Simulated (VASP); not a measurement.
Input of a VASP 6.6.1 run:

File INCAR:

```
SYSTEM = Te2Mo
ALGO = Normal
EDIFF = 1E-6
EDIFFG = -0.005
ENCUT = 600
GGA = PS
IBRION = 2
ISIF = 3
ISMEAR = 0
LASPH = .True.
LCHARG = .False.
LREAL = .False.
LWAVE = .False.
NELM = 60
NSW = 100
PREC = Accurate
SIGMA = 0.02
```

File KPOINTS:

```
k-points
0
Gamma
  9 9 1
  0 0 0
```

POSCAR

```
Te2Mo
1.0
    3.5613831954      0.0000000000      0.0000000000
   -1.7806915977      3.0842483198      0.0000000000
    0.0000000000      0.0000000000     38.9902681400
Te Mo
8 4
Direct
    0.3333333300      0.6666666700      0.8599190800
    0.3333333300      0.6666666700      0.2363693300
    0.6666666700      0.3333333300      0.6717768300
    0.6666666700      0.3333333300      0.0481819100
    0.6666666700      0.3333333300      0.7636306700
    0.6666666700      0.3333333300      0.1400809200
    0.3333333300      0.6666666700      0.9518180900
    0.3333333300      0.6666666700      0.3282231700
    0.3333333300      0.6666666700      0.7176620000
    0.3333333300      0.6666666700      0.0941411600
    0.6666666700      0.3333333300      0.9058588400
    0.6666666700      0.3333333300      0.2823380000
```

Potentials or basis: VASP PAW PBE potentials, release 64 (Te, Mo_sv).

Command:

```console
$ cat potpaw_PBE.64/Te/POTCAR potpaw_PBE.64/Mo_sv/POTCAR > POTCAR
$ mpirun -np 1 vasp_std > vasp.out
```

**Question.** Estimate the space group after relaxing (to 0.1 Å).

**Answer.** P-3m1 (No. 164).

**Question.** What does it give for the relaxed cell?

**Answer.** a = 3.493 Å, b = 3.493 Å, c = 37.252 Å, α = 90.00°, β = 90.00°, γ = 120.00°.

**Question.** Estimate the band gap on the k mesh.

**Answer.** 0.87 eV (least direct gap 1.12 eV).

Final structure:
```
Te Mo
1.0
     3.49329    0.00000    0.00000
    -1.74665    3.02528    0.00000
     0.00000    0.00000   37.25152
Te Mo
8 4
Cartesian
  0.0000 2.0169 31.9372
  0.0000 2.0169 8.6828
  1.7466 1.0084 24.9567
  1.7466 1.0084 1.6989
  1.7466 1.0084 28.5688
  1.7466 1.0084 5.3143
  0.0000 2.0169 35.5526
  0.0000 2.0169 12.2948
  0.0000 2.0169 26.7602
  0.0000 2.0169 3.5066
  1.7466 1.0084 33.7449
  1.7466 1.0084 10.4913
```

Caveat: there is no dipole correction, which matters where the two faces differ; spin-orbit coupling is left out, which moves the levels of the heavy elements.
